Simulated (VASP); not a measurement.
# AlN (F-43m) in VASP: notebook, part 3 of 3

VASP 6.6.1. The steps go on from the part before.

### Step 5. Vibrations by perturbation theory, PBEsol

This run uses another cell than the first one, of 9.78 Å³/atom, 0.914 times its volume.

Contents of INCAR:

```
SYSTEM = AlN
PREC = Accurate
ENCUT = 520
EDIFF = 1E-8
ISMEAR = 0
SIGMA = 0.01
LREAL = .False.
LASPH = .True.
NELM = 80
ALGO = Normal
ISIF = 2
LWAVE = .False.
LCHARG = .False.
GGA = PS
IBRION = 8
NSW = 1
LEPSILON = .True.
```

Contents of KPOINTS:

```
regular mesh
0
Gamma
  10 10 10
  0 0 0
```

Contents of POSCAR:

```
AlN
1.0
    0.0000000000      2.1385141657      2.1385141657
    2.1385141657      0.0000000000      2.1385141657
    2.1385141657      2.1385141657      0.0000000000
Al N
1 1
Direct
    0.0000000000      0.0000000000      0.0000000000
    0.7500000000      0.7500000000      0.7500000000
```

Potentials or basis: VASP PAW PBE potentials, release 64 (Al, N).

Run with:

```
$ cat potpaw_PBE.64/Al/POTCAR potpaw_PBE.64/N/POTCAR > POTCAR
$ mpirun -np 1 vasp_std > vasp.out
```

OUTCAR:

```text
SYSTEM = AlN
   PREC = Accurate
   ENCUT = 520
   EDIFF = 1E-8
   ISMEAR = 0
   LREAL = .False.
   LASPH = .True.
   NELM = 80
   ISIF = 2
   GGA = PS
   IBRION = 8
   NSW = 1
   LEPSILON = .True.

 ion  position               nearest neighbor table
   1  0.000  0.000  0.000-   2 1.85   2 1.85   2 1.85   2 1.85
   2  0.750  0.750  0.750-   1 1.85   1 1.85   1 1.85   1 1.85

  LATTYP: Found a face centered cubic cell.
 ALAT       =     4.2770283314

  Lattice vectors:

 A1 = (   0.0000000000,   2.1385141657,   2.1385141657)
 A2 = (   2.1385141657,   0.0000000000,   2.1385141657)
 A3 = (   2.1385141657,   2.1385141657,   0.0000000000)

Analysis of symmetry for initial positions (statically):
=====================================================================
 Subroutine PRICEL returns:
 Original cell was already a primitive cell.

 Routine SETGRP: Setting up the symmetry group for a
 face centered cubic supercell.

 Subroutine GETGRP returns: Found 24 space group operations
 (whereof 24 operations were pure point group operations)
 out of a pool of 48 trial point group operations.

The static configuration has the point symmetry T_d .

Analysis of symmetry for dynamics (positions and initial velocities):
=====================================================================
 Subroutine PRICEL returns:
 Original cell was already a primitive cell.

 Routine SETGRP: Setting up the symmetry group for a
 face centered cubic supercell.

 Subroutine GETGRP returns: Found 24 space group operations
 (whereof 24 operations were pure point group operations)
 out of a pool of 48 trial point group operations.

The dynamic configuration has the point symmetry T_d .

 Subroutine INISYM returns: Found 24 space group operations
 (whereof 24 operations are pure point group operations),
 and found     1 'primitive' translations

----------------------------------------------------------------------------------------

                                     Primitive cell

  volume of cell :      19.5599

  direct lattice vectors                    reciprocal lattice vectors
     0.000000000  2.138514166  2.138514166    -0.233807196  0.233807196  0.233807196
     2.138514166  0.000000000  2.138514166     0.233807196 -0.233807196  0.233807196
     2.138514166  2.138514166  0.000000000     0.233807196  0.233807196 -0.233807196

  length of vectors
     3.024315736  3.024315736  3.024315736     0.404965942  0.404965942  0.404965942

  position of ions in fractional coordinates (direct lattice)
     0.000000000  0.000000000  0.000000000
     0.750000000  0.750000000  0.750000000

[... 452 lines left out ...]
 -----------------------------------------------------------------------------
    -0.00037  0.58447  0.00000
     0.58447 -0.00037  0.00000
     0.00000  0.00000  0.00039

--------------------------------------- Ionic step        4  -------------------------------------------

------------------------ aborting loop because EDIFF is reached ----------------------------------------

[... ionic steps 5 to 6 ...]

--------------------------------------- Ionic step        7  -------------------------------------------

 Free energy of the ion-electron system (eV)
  ---------------------------------------------------
  ---------------------------------------------------
  free energy    TOTEN  =        -0.23893306 eV

  energy without entropy =       -0.23893306

------------------------ aborting loop because EDIFF is reached ----------------------------------------

 INTERNAL STRAIN TENSOR  FOR ION    2  DIRECTION 1   (eV/Angst):
 -----------------------------------------------------------------------------
    -0.00004  0.00000  0.00000
     0.00000  0.00033 13.05653
     0.00000 13.05653  0.00033

 MACROSCOPIC STATIC DIELECTRIC TENSOR (including local field effects in DFT)
 ------------------------------------------------------
           4.525293     0.000000     0.000000
           0.000000     4.525293     0.000000
          -0.000000    -0.000000     4.525293
 ------------------------------------------------------

 PIEZOELECTRIC TENSOR (including local field effects)  for field in x, y, z        (e  Angst)
          XX          YY          ZZ          XY          YZ          ZX
  --------------------------------------------------------------------------------
  x     0.00000    -0.00000    -0.00000     0.00000     0.71359     0.00000
  y     0.00000     0.00000     0.00000     0.00000     0.00000     0.71359
  z     0.00000    -0.00000     0.00000     0.71359     0.00000     0.00000

 PIEZOELECTRIC TENSOR (including local field effects)  for field in x, y, z        (C/m^2)
          XX          YY          ZZ          XY          YZ          ZX
  --------------------------------------------------------------------------------
  x     0.00000    -0.00000    -0.00000     0.00000     0.58451     0.00000
  y     0.00000     0.00000     0.00000     0.00000     0.00000     0.58451
  z     0.00000    -0.00000     0.00000     0.58451     0.00000     0.00000

 BORN EFFECTIVE CHARGES (including local field effects) (in |e|, cummulative output)
 ---------------------------------------------------------------------------------
 ion    1
    1     2.52374    -0.00000    -0.00000
    2    -0.00000     2.52374    -0.00000
    3     0.00000    -0.00000     2.52374
 ion    2
    1    -2.52374     0.00000     0.00000
    2     0.00000    -2.52374     0.00000
    3    -0.00000     0.00000    -2.52374

 INTERNAL STRAIN TENSOR FOR ION    2 for displacements in x,y,z  (eV/Angst):
          X           Y           Z          XY          YZ          ZX
  --------------------------------------------------------------------------------
  x     0.00000     0.00000     0.00000     0.00000    13.05653     0.00000
  y     0.00000     0.00000     0.00000     0.00000     0.00000    13.05653
  z     0.00000     0.00000     0.00000    13.05653     0.00000     0.00000

 SECOND DERIVATIVES (NOT SYMMETRIZED)
 ------------------------------------
               1X          1Y          1Z          2X          2Y          2Z
  1X   -17.566445    0.000000    0.000000   17.566445    0.000000    0.000000
  1Y     0.000000  -17.566445    0.000000    0.000000   17.566445    0.000000
  1Z     0.000000    0.000000  -17.566445    0.000000    0.000000   17.566445
  2X    17.558607    0.000000    0.000000  -17.558607    0.000000    0.000000
  2Y     0.000000   17.558607    0.000000    0.000000  -17.558607    0.000000
  2Z     0.000000    0.000000   17.558607    0.000000    0.000000  -17.558607

 Eigenvectors and eigenvalues of the dynamical matrix
 ----------------------------------------------------

   1 f  =   21.578283 THz   135.580353 2PiTHz  719.774059 cm-1    89.240569 meV
             X         Y         Z           dx          dy          dz
      0.000000  0.000000  0.000000     0.000000    0.584584    0.000000
      3.207771  3.207771  3.207771     0.000000   -0.811333    0.000000
[... 21 lines left out ...]
   6 f/i=    0.002284 THz     0.014350 2PiTHz    0.076183 cm-1     0.009446 meV
             X         Y         Z           dx          dy          dz
      0.000000  0.000000  0.000000     0.000000    0.000000    0.811333
      3.207771  3.207771  3.207771     0.000000    0.000000    0.584584

--------------------------------------------------------------------------------------------------------

 MACROSCOPIC STATIC DIELECTRIC TENSOR IONIC CONTRIBUTION
 ------------------------------------------------------
           3.355082    -0.000000     0.000000
          -0.000000     3.355082    -0.000000
           0.000000    -0.000000     3.355082
 ------------------------------------------------------

 ELASTIC MODULI CONTR FROM IONIC RELAXATION (kBar)
 Direction    XX          YY          ZZ          XY          YZ          ZX
 --------------------------------------------------------------------------------
 XX          -0.0000      0.0000      0.0000      0.0000      0.0000      0.0000
 YY           0.0000     -0.0000      0.0000      0.0000      0.0000      0.0000
 ZZ           0.0000      0.0000     -0.0000      0.0000      0.0000      0.0000
 XY           0.0000      0.0000      0.0000   -759.4345      0.0000      0.0000
 YZ           0.0000      0.0000      0.0000      0.0000   -759.4345      0.0000
 ZX           0.0000      0.0000      0.0000      0.0000      0.0000   -759.4345
 --------------------------------------------------------------------------------

 PIEZOELECTRIC TENSOR IONIC CONTR  for field in x, y, z        (C/m^2)
          XX          YY          ZZ          XY          YZ          ZX
  --------------------------------------------------------------------------------
  x     0.00000    -0.00000    -0.00000     0.00000    -1.50200     0.00000
  y    -0.00000     0.00000    -0.00000     0.00000     0.00000    -1.50200
  z     0.00000    -0.00000     0.00000    -1.50200    -0.00000     0.00000
```

stdout:

```text
POSCAR found type information on POSCAR AlN
 POSCAR found :  2 types and       2 ions
 scaLAPACK will be used
 -----------------------------------------------------------------------------
|                                                                             |
|                                                                             |
[... 39 lines left out ...]
 first order change of Fermi-energy   0.20564E+00
 force on displaced ion       1 direction 1 : -17.566   0.000   0.000
 Born effective charge ion    1 direction 1 :   2.524   0.000   0.000
 Linear response progress:
 first order change of Fermi-energy  -0.20530E+00
 force on displaced ion       2 direction 1 : -17.559  -0.000  -0.000
 Born effective charge ion    2 direction 1 :  -2.523   0.000   0.000
 Born effective charges drift removed
 Linear response finished
```

It took 87 s on 1 thread of Intel Xeon Platinum 8375C at 2.90GHz (Ice Lake), shared host; peak memory 0.19 GiB.

What came out:

```
Electronic dielectric tensor (diagonal)                 : 4.53
Born charges (mean of the diagonal)                     : Al +2.52; N -2.52 e
Highest phonon frequency at Γ, LO-TO splitting left out : 720 cm⁻¹
```

Phonon frequencies in cm⁻¹ (negative: imaginary):
```tsv
q point	frequencies
(0.000, 0.000, 0.000)	0 0 0 720 720 720
```

Electronic dielectric tensor:
```
4.53 0.00 0.00
0.00 4.53 0.00
0.00 0.00 4.53
```

Born effective charge tensors (e):
atom 1, Al
```
2.52 0.00 0.00
0.00 2.52 0.00
0.00 0.00 2.52
```
atom 2, N
```
-2.52  0.00  0.00
 0.00 -2.52  0.00
 0.00  0.00 -2.52
```

Caveat: the cell wasn't relaxed at this level first, which shifts response properties; the PAW data sets were made with another functional, which shifts forces and pressure a little.

### Step 6. Vibrations by perturbation theory, PBEsol

This run uses another cell than the first one, of 10.06 Å³/atom, 0.941 times its volume.

INCAR, as its differences from that of step 5:

```diff
@@ -8,3 +8,3 @@
 LASPH = .True.
-NELM = 80
+NELM = 60
 ALGO = Normal
```

Contents of KPOINTS:

```
Automatic mesh
0
Gamma
  10 10 10
  0 0 0
```

Contents of POSCAR:

```
AlN
1.0
    0.0000000000      2.1588005245      2.1588005245
    2.1588005245      0.0000000000      2.1588005245
    2.1588005245      2.1588005245      0.0000000000
Al N
1 1
Direct
    0.0000000000      0.0000000000      0.0000000000
    0.7500000000      0.7500000000      0.7500000000
```

Potentials or basis: VASP PAW PBE potentials, release 64 (Al, N).

Run with:

```
$ cat potpaw_PBE.64/Al/POTCAR potpaw_PBE.64/N/POTCAR > POTCAR
$ mpirun -np 1 vasp_std > vasp.out
```

OUTCAR:

```text
SYSTEM = AlN
   PREC = Accurate
   ENCUT = 520
   EDIFF = 1E-8
   ISMEAR = 0
   LREAL = .False.
   LASPH = .True.
   NELM = 60
   ISIF = 2
   GGA = PS
   IBRION = 8
   NSW = 1
   LEPSILON = .True.

 ion  position               nearest neighbor table
   1  0.000  0.000  0.000-   2 1.87   2 1.87   2 1.87   2 1.87
   2  0.750  0.750  0.750-   1 1.87   1 1.87   1 1.87   1 1.87

  LATTYP: Found a face centered cubic cell.
 ALAT       =     4.3176010490

  Lattice vectors:

 A1 = (   0.0000000000,   2.1588005245,   2.1588005245)
 A2 = (   2.1588005245,   0.0000000000,   2.1588005245)
 A3 = (   2.1588005245,   2.1588005245,   0.0000000000)

Analysis of symmetry for initial positions (statically):
[... 566 lines left out ...]
  z     0.00000     0.00000    -0.00000    11.33451     0.00000     0.00000

 SECOND DERIVATIVES (NOT SYMMETRIZED)
 ------------------------------------
               1X          1Y          1Z          2X          2Y          2Z
  1X   -16.216253    0.000000    0.000000   16.216253    0.000000    0.000000
  1Y     0.000000  -16.216253    0.000000    0.000000   16.216253    0.000000
  1Z     0.000000    0.000000  -16.216253    0.000000    0.000000   16.216253
  2X    16.214171    0.000000    0.000000  -16.214171    0.000000    0.000000
  2Y     0.000000   16.214171    0.000000    0.000000  -16.214171    0.000000
  2Z     0.000000    0.000000   16.214171    0.000000    0.000000  -16.214171

 Eigenvectors and eigenvalues of the dynamical matrix
 ----------------------------------------------------

   1 f  =   20.734600 THz   130.279331 2PiTHz  691.631794 cm-1    85.751375 meV
             X         Y         Z           dx          dy          dz
      0.000000  0.000000  0.000000     0.584523   -0.000000    0.000000
      3.238201  3.238201  3.238201    -0.811377    0.000000    0.000000
[... 21 lines left out ...]
   6 f/i=    0.000631 THz     0.003968 2PiTHz    0.021064 cm-1     0.002612 meV
             X         Y         Z           dx          dy          dz
      0.000000  0.000000  0.000000     0.000000   -0.136631    0.799791
      3.238201  3.238201  3.238201     0.000000   -0.098430    0.576176

--------------------------------------------------------------------------------------------------------

 MACROSCOPIC STATIC DIELECTRIC TENSOR IONIC CONTRIBUTION
 ------------------------------------------------------
           3.543552     0.000000     0.000000
           0.000000     3.543552     0.000000
           0.000000     0.000000     3.543552
 ------------------------------------------------------

 ELASTIC MODULI CONTR FROM IONIC RELAXATION (kBar)
 Direction    XX          YY          ZZ          XY          YZ          ZX
 --------------------------------------------------------------------------------
 XX          -0.0000      0.0000      0.0000      0.0000      0.0000      0.0000
 YY           0.0000     -0.0000      0.0000      0.0000      0.0000      0.0000
 ZZ           0.0000      0.0000     -0.0000      0.0000      0.0000      0.0000
 XY           0.0000      0.0000      0.0000   -599.5376      0.0000      0.0000
 YZ           0.0000      0.0000      0.0000      0.0000   -599.5376      0.0000
 ZX           0.0000      0.0000      0.0000      0.0000      0.0000   -599.5376
 --------------------------------------------------------------------------------

 PIEZOELECTRIC TENSOR IONIC CONTR  for field in x, y, z        (C/m^2)
          XX          YY          ZZ          XY          YZ          ZX
  --------------------------------------------------------------------------------
  x     0.00000     0.00000     0.00000     0.00000    -1.37151     0.00000
  y     0.00000     0.00000     0.00000     0.00000     0.00000    -1.37151
  z     0.00000     0.00000     0.00000    -1.37151     0.00000     0.00000
```

Wall time 2.8 min (1 thread of Intel Xeon 8259CL, shared host); peak memory 0.2 GiB.

What came out:

* Electronic dielectric tensor (diagonal): 4.57
* Born charges (mean of the diagonal): Al +2.53; N -2.53 e
* Highest phonon frequency at Γ, LO-TO splitting left out: 692 cm⁻¹

Phonon frequencies in cm⁻¹ (negative: imaginary):
| q point | frequencies |
| --- | --- |
| (0.000, 0.000, 0.000) | 0 0 0 692 692 692 |

Electronic dielectric tensor:
```
4.57 0.00 0.00
0.00 4.57 0.00
0.00 0.00 4.57
```

Born effective charge tensors (e):
atom 1, Al
```
2.53 0.00 0.00
0.00 2.53 0.00
0.00 0.00 2.53
```
atom 2, N
```
-2.53  0.00  0.00
 0.00 -2.53  0.00
 0.00  0.00 -2.53
```

Caveat: the cell wasn't relaxed at this level first, which shifts response properties; the PAW data sets were made with another functional, which shifts forces and pressure a little.
